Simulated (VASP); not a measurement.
# LiP2 in VASP: notebook

LiP2 is run at these levels: PBE; tasks: single point.

All numbers are computed with VASP 6.6.1; they aren't measurements. Logs are shortened: lines on timing, memory, paths and dates and some standing lists are left out, and cuts for length are marked.

**1. The cell of the first run**

The typed cell holds 9 atoms: a = 4.733 Å, b = 4.733 Å, c = 7.813 Å, α = 90.00°, β = 90.00°, γ = 120.00°.

**2. Single point, PBE**

The input, INCAR:

```
PREC = Accurate
ENCUT = 520
EDIFF = 1E-6
ISMEAR = 0
SIGMA = 0.1
LREAL = F
LASPH = T
NELM = 80
ALGO = Normal
ISIF = 2
LWAVE = F
LCHARG = F
GGA = PE
NBANDS = 30
```

The input, KPOINTS:

```
Automatic mesh
0
Gamma
  6 6 4
```

The input, POSCAR:

```
LiP2
1.0
    4.7334026559      0.0000000000      0.0000000000
   -2.3667013279      4.0992469464      0.0000000000
    0.0000000000      0.0000000000      7.8132259691
Li P
3 6
Direct
    0.0002501905      0.0000000000      0.3333333333
    0.0000000000      0.0002501905      0.6666666667
    0.9997498095      0.9997498095      0.0000000000
    0.4997240801      0.4997226256      0.1412569327
    0.5002773744      0.0000014545      0.4745902661
    0.9999985455      0.5002759199      0.8079235994
    0.4997226256      0.4997240801      0.8587430673
    0.0000014545      0.5002773744      0.5254097339
    0.5002759199      0.9999985455      0.1920764006
```

Potentials or basis: VASP PAW PBE potentials, release 64 (Li_sv, P).

Run with:

```
cat potpaw_PBE.64/Li_sv/POTCAR potpaw_PBE.64/P/POTCAR > POTCAR
mpirun -np 1 vasp_std > vasp.out
```

OUTCAR:

```text
PREC = Accurate
   ENCUT = 520
   EDIFF = 1E-6
   ISMEAR = 0
   LREAL = F
   LASPH = T
   NELM = 80
   ISIF = 2
   GGA = PE

 ion  position               nearest neighbor table
   1  0.000  0.000  0.333-   9 2.61   5 2.61   9 2.61   5 2.61
   2  0.000  0.000  0.667-   6 2.61   8 2.61   6 2.61   8 2.61
   3  1.000  1.000  0.000-   4 2.61   7 2.61   4 2.61   7 2.61
   4  0.500  0.500  0.141-   7 2.21   9 2.40   9 2.40   3 2.61   3 2.61
   5  0.500  0.000  0.475-   9 2.21   8 2.40   8 2.40   1 2.61   1 2.61
   6  1.000  0.500  0.808-   8 2.21   7 2.40   7 2.40   2 2.61   2 2.61
   7  0.500  0.500  0.859-   4 2.21   6 2.40   6 2.40   3 2.61   3 2.61
   8  0.000  0.500  0.525-   6 2.21   5 2.40   5 2.40   2 2.61   2 2.61
   9  0.500  1.000  0.192-   5 2.21   4 2.40   4 2.40   1 2.61   1 2.61

  LATTYP: Found a hexagonal cell.
 ALAT       =     4.7334026559
 C/A-ratio  =     1.6506573679

  Lattice vectors:

 A1 = (   4.7334026559,   0.0000000000,   0.0000000000)
 A2 = (  -2.3667013279,   4.0992469464,   0.0000000000)
 A3 = (   0.0000000000,   0.0000000000,   7.8132259691)

Analysis of symmetry for initial positions (statically):
=====================================================================
 Subroutine PRICEL returns:
 Original cell was already a primitive cell.

 Routine SETGRP: Setting up the symmetry group for a
 hexagonal supercell.

 Subroutine GETGRP returns: Found  6 space group operations
 (whereof  2 operations were pure point group operations)
 out of a pool of 24 trial point group operations.

The static configuration has the point symmetry C_2 .
 The point group associated with its full space group is D_3 .

Analysis of symmetry for dynamics (positions and initial velocities):
=====================================================================
 Subroutine PRICEL returns:
 Original cell was already a primitive cell.

 Routine SETGRP: Setting up the symmetry group for a
 hexagonal supercell.

 Subroutine GETGRP returns: Found  6 space group operations
 (whereof  2 operations were pure point group operations)
 out of a pool of 24 trial point group operations.

The dynamic configuration has the point symmetry C_2 .
 The point group associated with its full space group is D_3 .

 Subroutine INISYM returns: Found  6 space group operations
 (whereof  2 operations are pure point group operations),
 and found     1 'primitive' translations

----------------------------------------------------------------------------------------

                                     Primitive cell

  volume of cell :     151.6030

  direct lattice vectors                    reciprocal lattice vectors
     4.733402656  0.000000000  0.000000000     0.211264512  0.121973623  0.000000000
    -2.366701328  4.099246946  0.000000000     0.000000000  0.243947245  0.000000000
     0.000000000  0.000000000  7.813225969     0.000000000  0.000000000  0.127988107

  length of vectors
     4.733402656  4.733402656  7.813225969     0.243947245  0.243947245  0.127988107

  position of ions in fractional coordinates (direct lattice)
     0.000250190  0.000000000  0.333333333
     1.000000000  0.000250190  0.666666667
     0.999749810  0.999749810  0.000000000
     0.499724080  0.499722626  0.141256933
     0.500277374  0.000001455  0.474590266
     0.999998545  0.500275920  0.807923599
     0.499722626  0.499724080  0.858743067
     0.000001455  0.500277374  0.525409734
     0.500275920  0.999998545  0.192076401

  ion indices of the primitive-cell ions
   primitive index   ion index
                 1           1
                 2           2
                 3           3
                 4           4
                 5           5
                 6           6
                 7           7
                 8           8
                 9           9

----------------------------------------------------------------------------------------

 KPOINTS: Automatic mesh

Automatic generation of k-mesh.
 Grid dimensions read from file:
 generate k-points for:    6    6    4

 Generating k-lattice:

  Cartesian coordinates                     Fractional coordinates (reciprocal lattice)
     0.035210752  0.020328937  0.000000000     0.166666667  0.000000000  0.000000000
     0.000000000  0.040657874  0.000000000     0.000000000  0.166666667  0.000000000
     0.000000000  0.000000000  0.031997027     0.000000000  0.000000000  0.250000000

  Length of vectors
     0.040657874  0.040657874  0.031997027

  Shift w.r.t. Gamma in fractional coordinates (k-lattice)
     0.000000000  0.000000000  0.000000000

 Subroutine IBZKPT returns following result:
 ===========================================

 Found     24 irreducible k-points:

 Following reciprocal coordinates:
            Coordinates               Weight
  0.000000  0.000000  0.000000      1.000000
  0.166667 -0.000000  0.000000      6.000000
  0.333333  0.000000  0.000000      6.000000
  0.500000 -0.000000  0.000000      3.000000
  0.166667  0.166667  0.000000      6.000000
  0.333333  0.166667  0.000000     12.000000
[... 16 lines left out ...]
  0.333333  0.166667  0.500000     12.000000
  0.333333  0.333333  0.500000      2.000000
   k-points           NKPTS =     24   k-points in BZ     NKDIM =     24   number of bands    NBANDS=     30
   number of dos      NEDOS =    301   number of ions     NIONS =      9
   total plane-waves  NPLWV =  77760
   dimension x,y,z NGX =    36 NGY =   36 NGZ =   60
   dimension x,y,z NGXF=    72 NGYF=   72 NGZF=  120
   ions per type =               3   6
   NGX,Y,Z   is equivalent  to a cutoff of  12.64, 12.64, 12.77 a.u.
   NGXF,Y,Z  is equivalent  to a cutoff of  25.29, 25.29, 25.53 a.u.
 SYSTEM =  unknown system
   PREC   = accura    normal or accurate (medium, high low for compatibility)
   ISTART =      0    job   : 0-new  1-cont  2-samecut
   ICHARG =      2    charge: 1-file 2-atom 10-const
   ISPIN  =      1    spin polarized calculation?
   LNONCOLLINEAR =      F non collinear calculations
   LSORBIT =      F    spin-orbit coupling
   LASPH  =      T    aspherical Exc in radial PAW
   ENCUT  =  520.0 eV  38.22 Ry    6.18 a.u.   8.80  8.80 14.53*2*pi/ulx,y,z
   NELM   =     80;   NELMIN=  2; NELMDL= -5     # of ELM steps
   EDIFF  = 0.1E-05   stopping-criterion for ELM
   LREAL  =      F    real-space projection
   EDIFFG = 0.1E-04   stopping-criterion for IOM
   NSW    =      0    number of steps for IOM
   IBRION =     -1    ionic relax: 0-MD 1-quasi-New 2-CG
   NFREE  =      0    steps in history (QN), initial steepest desc. (CG)
   ISIF   =      2    stress and relaxation
   ISYM   =      2    0-nonsym 1-usesym 2-fastsym
   POTIM  = 0.5000    time-step for ionic-motion
   TEBEG  =    0.0;   TEEND  =   0.0 temperature during run
   PSTRESS=    0.0 pullay stress
   NELECT =      39.0000    total number of electrons
   NUPDOWN=      -1.0000    fix difference up-down
   EMIN   =  10.00;   EMAX   =-10.00  energy-range for DOS
   EFERMI =   0.00;   METHOD = LEGACY
   ISMEAR =     0;   SIGMA  =   0.10  broadening in eV -4-tet -1-fermi 0-gaus
   EFERMI_NEDOS =   21; number of points for ismear=-14 and -15
   IALGO  =     38    algorithm
   IMIX   =      4    mixing-type and parameters
     AMIX     =   0.40;   BMIX     =  1.00
     AMIX_MAG =   1.60;   BMIX_MAG =  1.00
  volume/ion in A,a.u.               =      16.84       113.67
  Fermi-wavevector in a.u.,A,eV,Ry     =   1.041183  1.967551 14.749559  1.084062
  Thomas-Fermi vector in A             =   2.175792
   LORBIT       =      0    0 simple, 1 ext, 2 COOP (PROOUT), +10 PAW based schemes
   GGA     = PE    functional components
   LHFCALC =     F    Hartree Fock is set to
   AEXX    =    0.0000 exact exchange contribution
   IVDW    =     0    specifies the selected vdW correction
   LEPSILON=     F    determine dielectric tensor
   LRPA    =     F    only Hartree local field effects (RPA)
 non-spin polarized calculation
 Gauss-broadening in eV      SIGMA  =   0.10
  energy-cutoff  :      520.00
  volume of cell :      151.60
 maximum number of plane-waves:      4110
 NGX is ok and might be reduce to    36
   NGX = 17   NGY = 17   NGZ = 29

 number of electron      39.0000005 magnetization

 Free energy of the ion-electron system (eV)
  ---------------------------------------------------
  ext. energy  EPLUGINS =         0.00000000
  ---------------------------------------------------
  free energy    TOTEN  =       -39.80091536 eV

  energy without entropy =      -39.79567868  energy(sigma->0) =      -39.79829702

 E-fermi :   5.2129     XC(G=0):  -9.4337

 val. band max:        5.1230576810   @ k =   0.3333   0.3333   0.0000
 cond. band min:       5.2187495214   @ k =   0.1667  -0.0000   0.0000
 fundamental gap:      0.0956918405
 Fermi energy:         5.2128649695

 k-point     1 :       0.0000    0.0000    0.0000
  band No.  band energies     occupation
      1     -41.0949      2.00000
      2     -41.0696      2.00000
      3     -41.0696      2.00000
      4      -8.9930      2.00000
      5      -7.2358      2.00000
      6      -7.2358      2.00000
[... 22 lines left out ...]
     29       9.8511      0.00000
     30      10.0061      0.00000

 k-point     2 :       0.1667   -0.0000    0.0000
  band No.  band energies     occupation
      1     -41.0950      2.00000
      2     -41.0696      2.00000
      3     -41.0696      2.00000
      4      -8.8623      2.00000
      5      -7.2239      2.00000
      6      -7.1134      2.00000
[... 22 lines left out ...]
     29      10.0566      0.00000
     30      10.3172      0.00000

 k-point     3 :       0.3333    0.0000    0.0000
  band No.  band energies     occupation
      1     -41.0950      2.00000
      2     -41.0696      2.00000
      3     -41.0696      2.00000
      4      -8.5250      2.00000
      5      -7.2650      2.00000
      6      -6.8077      2.00000
[... 22 lines left out ...]
     29      10.4795      0.00000
     30      10.5716      0.00000

 k-point     4 :       0.5000   -0.0000    0.0000
  band No.  band energies     occupation
      1     -41.0950      2.00000
      2     -41.0695      2.00000
      3     -41.0695      2.00000
      4      -8.2728      2.00000
      5      -7.3706      2.00000
      6      -6.5995      2.00000
[... 22 lines left out ...]
     29      10.6263      0.00000
     30      10.8371      0.00000

 k-point     5 :       0.1667    0.1667    0.0000
  band No.  band energies     occupation
      1     -41.0950      2.00000
      2     -41.0696      2.00000
      3     -41.0696      2.00000
      4      -8.6208      2.00000
      5      -7.2609      2.00000
      6      -6.8810      2.00000
[... 22 lines left out ...]
     29      10.5920      0.00000
     30      10.6608      0.00000
[... 526 lines left out ...]
     29      10.7008      0.00000
     30      10.9748      0.00000

 k-point    22 :       0.1667    0.1667    0.5000
  band No.  band energies     occupation
      1     -41.0865      2.00000
      2     -41.0865      2.00000
      3     -41.0610      2.00000
      4      -8.3336      2.00000
      5      -8.0762      2.00000
      6      -5.8766      2.00000
[... 22 lines left out ...]
     29      10.2509      0.00000
     30      10.4315      0.00000

 k-point    23 :       0.3333    0.1667    0.5000
  band No.  band energies     occupation
      1     -41.0865      2.00000
      2     -41.0865      2.00000
      3     -41.0610      2.00000
      4      -8.1710      2.00000
      5      -7.5476      2.00000
      6      -6.6618      2.00000
[... 22 lines left out ...]
     29      10.3848      0.00000
     30      11.2024      0.00000

 k-point    24 :       0.3333    0.3333    0.5000
  band No.  band energies     occupation
      1     -41.0865      2.00000
      2     -41.0865      2.00000
      3     -41.0611      2.00000
      4      -8.0535      2.00000
      5      -7.1598      2.00000
      6      -7.1598      2.00000
[... 22 lines left out ...]
     29      10.8872      0.00000
     30      10.8961      0.00000

------------------------ aborting loop because EDIFF is reached ----------------------------------------

  FORCE on cell =-STRESS in cart. coord.  units (eV):
  Direction    XX          YY          ZZ          XY          YZ          ZX
  --------------------------------------------------------------------------------------
  -------------------------------------------------------------------------------------
  Total       -0.1431540     -0.1431540     -0.4310785     -0.0000000     -0.0000000     -0.0000000
  in kB       -1.5128859     -1.5128859     -4.5557410     -0.0000000     -0.0000000     -0.0000000
  external PRESSURE =      -2.5271709 kB  Pullay stress =       0.0000000 kB

 VOLUME and BASIS-vectors are now :
 -----------------------------------------------------------------------------
  energy-cutoff  :      520.00
  volume of cell :      151.60
      direct lattice vectors                 reciprocal lattice vectors
     4.733402656  0.000000000  0.000000000     0.211264512  0.121973623  0.000000000
    -2.366701328  4.099246946  0.000000000     0.000000000  0.243947245  0.000000000
     0.000000000  0.000000000  7.813225969     0.000000000  0.000000000  0.127988107

 POSITION                                       TOTAL-FORCE (eV/Angst)
 -----------------------------------------------------------------------------------
      0.00118      0.00000      2.60441        -0.000255      0.000000     -0.000000
     -0.00059      0.00103      5.20882         0.000128     -0.000221     -0.000000
      2.36611      4.09822      0.00000         0.000128      0.000221     -0.000000
      1.18270      2.04849      1.10367         0.000292      0.000809     -0.049059
      2.36801      0.00001      3.70808        -0.000846     -0.000152     -0.049059
      3.54939      2.05075      6.31249         0.000555     -0.000657     -0.049059
      1.18269      2.04849      6.70955         0.000555      0.000657      0.049059
     -1.18400      2.05076      4.10514         0.000292     -0.000809      0.049059
      0.00131      4.09924      1.50074        -0.000846      0.000152      0.049059
 -----------------------------------------------------------------------------------
    total drift:                                0.000000      0.000000     -0.000000

  FREE ENERGIE OF THE ION-ELECTRON SYSTEM (eV)
  ---------------------------------------------------
  free  energy   TOTEN  =       -39.8009153633 eV

  energy  without entropy=      -39.7956786826  energy(sigma->0) =      -39.79829702
```

Run time: 2.4 min. Hardware: 1 thread of AMD EPYC 7R43 (Zen 3), shared host; peak memory 0.24 GiB.

What came out:

```
Free energy            : -39.8009 eV
Largest force          : 0.049 eV/Å
Band gap on the k mesh : zero (an odd number of electrons rules out a gap without spin polarisation)
```

Forces on the atoms (eV/Å):
```
Li   0.000  0.000  0.000
Li   0.000  0.000  0.000
Li   0.000  0.000  0.000
P    0.000  0.001 -0.049
P   -0.001  0.000 -0.049
P    0.001 -0.001 -0.049
P    0.001  0.001  0.049
P    0.000 -0.001  0.049
P   -0.001  0.000  0.049
```

Caveat: the cutoff is under 1.25 times the usual one of these potentials, so pressure, stress and relaxed cells hold a basis-set (Pulay) error; an odd number of electrons without spin polarisation forces a metal; a magnetic or distorted state may lie lower.

**3. Single point, PBE**

This run uses another cell than the first one, of 17.00 Å³/atom.

The input, INCAR:

```
SYSTEM = LiP2
ALGO     = Normal         ! electronic algorithm
EDIFF    = 1E-6           ! SCF threshold, eV
ENCUT    = 520            ! plane-wave cutoff, eV
GGA      = PE             ! functional
ISIF     = 2              ! what is computed and relaxed
ISMEAR   = 0              ! smearing method
LASPH    = .TRUE.         ! aspherical terms in the spheres
LCHARG   = .FALSE.        ! write CHGCAR
LREAL    = .FALSE.        ! projectors in reciprocal space
LWAVE    = .FALSE.        ! write WAVECAR
NBANDS   = 30             ! bands
NELM     = 100            ! most SCF steps
PREC     = Accurate       ! precision mode
SIGMA    = 0.1            ! smearing width, eV
```

The input, KPOINTS:

```
k-points
0
G
  12 12 6
  0 0 0
```

The input, POSCAR:

```
LiP2
1.0
    4.7468374875      0.0000000000      0.0000000000
   -2.3734187438      4.1108818518      0.0000000000
    0.0000000000      0.0000000000      7.8415336882
Li P
3 6
Direct
    0.0000000000      0.0000000000      0.0000000000
    0.0000000000      0.0000000000      0.3333333333
    0.0000000000      0.0000000000      0.6666666667
    0.5000000000      0.5000000000      0.8063821218
    0.5000000000      0.0000000000      0.1397154552
    0.0000000000      0.5000000000      0.4730487885
    0.5000000000      0.5000000000      0.5269512115
    0.0000000000      0.5000000000      0.1936178782
    0.5000000000      0.0000000000      0.8602845448
```

Potentials or basis: VASP PAW PBE potentials, release 64 (Li_sv, P).

Run with:

```
cat potpaw_PBE.64/Li_sv/POTCAR potpaw_PBE.64/P/POTCAR > POTCAR
mpirun -np 1 vasp_std > vasp.out
```

Run time: 8.2 min. Hardware: 1 thread of AMD EPYC 7R43 (Zen 3), shared host; peak memory 0.35 GiB.

It converged, with:

```yaml
Free_energy: -39.6499 eV
Largest_force: 0.038 eV/Å
Band_gap_on_the_k_mesh: zero (an odd number of electrons rules out a gap without spin polarisation)
```

Forces on the atoms (eV/Å):
```
Li   0.000  0.000  0.000
Li   0.000  0.000  0.000
Li   0.000  0.000  0.000
P    0.000  0.000 -0.038
P    0.000  0.000 -0.038
P    0.000  0.000 -0.038
P    0.000  0.000  0.038
P    0.000  0.000  0.038
P    0.000  0.000  0.038
```

Levels at points of the mesh, in eV from the Fermi level:
```csv
k point,band 18,band 19,band 20,band 21,band 22,band 23
"(0.00, 0.00, 0.00)",-1.86,-1.41,-0.06,-0.06,2.37,2.49
"(0.50, 0.00, 0.00)",-1.00,0.03,0.93,1.43,1.79,1.81
"(0.00, 0.00, 0.50)",-2.01,-0.77,0.26,0.26,1.99,2.02
"(0.50, 0.00, 0.50)",-1.55,0.68,0.93,1.28,1.86,1.92
```

Caveat: the cutoff is under 1.25 times the usual one of these potentials, so pressure, stress and relaxed cells hold a basis-set (Pulay) error; an odd number of electrons without spin polarisation forces a metal; a magnetic or distorted state may lie lower.

The gap in the log of VASP goes by the Fermi energy; the results here count the filled bands.